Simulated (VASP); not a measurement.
Zn:

```xyz
3
Lattice="2.2682 -1.3085 0.0000 2.2682 1.3085 0.0000 -1.5917 0.0000 7.3004" Properties=species:S:1:pos:R:3 pbc="T T T"
Zn    2.9969    0.0000    2.4420
Zn   -0.0523    0.0000    4.8584
Zn    0.0000    0.0000    0.0000
```

- Program: VASP 6.6.1
- Task: relaxation of cell and atoms
- Functional: PBEsol
- Potentials or basis: VASP PAW PBE potentials, release 64 (Zn)
- Cutoff: 600 eV
- k mesh: 12 × 12 × 4
- Occupations: fermi-dirac, width 0.05 eV
- Spin: no spin polarisation

At the start: pressure -1.0 GPa; volume 14.44 Å³/atom.

Where does the relaxation end?

Over 22 steps the energy falls by 9.7 meV/atom and the volume is 14.51 Å³/atom (+0.4 %); space group R-3m (No. 166, to 0.1 Å) before and after.

Step by step:
```
step  energy change (eV)  largest force (eV/Å)  pressure (GPa)  volume (Å³)
   1              0.0000                0.0113           -1.03        43.33
   2             -0.0184                0.0065            0.67        42.74
   3             -0.0203                0.0046            1.48        42.47
   4             -0.0273                0.0018            0.73        43.14
   5             -0.0280                0.0028            0.54        43.40
   6             -0.0279                0.0035            0.19        43.52
   7             -0.0280                0.0030            0.23        43.46
   8             -0.0280                0.0029            0.15        43.44
   9             -0.0285                0.0019            0.06        43.56
  10             -0.0279                0.0018           -0.43        43.80
  11             -0.0286                0.0015           -0.44        43.64
  12             -0.0286                0.0018           -0.41        43.61
  13             -0.0286                0.0020           -0.31        43.58
  14             -0.0288                0.0012            0.09        43.48
  15             -0.0289                0.0015            0.17        43.44
  16             -0.0289                0.0017            0.08        43.42
  17             -0.0289                0.0023            0.06        43.39
  18             -0.0290                0.0019            0.41        43.40
  19             -0.0290                0.0019            0.44        43.42
  20             -0.0290                0.0023            0.14        43.42
  21             -0.0290                0.0023            0.15        43.41
  22             -0.0291                0.0017            0.02        43.52
```

Final structure:
```xyz
3
Lattice="2.2326 -1.2867 0.0123 2.2326 1.2867 0.0123 -1.5235 0.0000 7.5664" Properties=species:S:1:pos:R:3 pbc="T T T"
Zn    2.9638    0.0000    2.5493
Zn   -0.0220    0.0000    5.0418
Zn    0.0000    0.0000    0.0000
```

Caveat: the PAW data sets were made with another functional, which shifts forces and pressure a little.
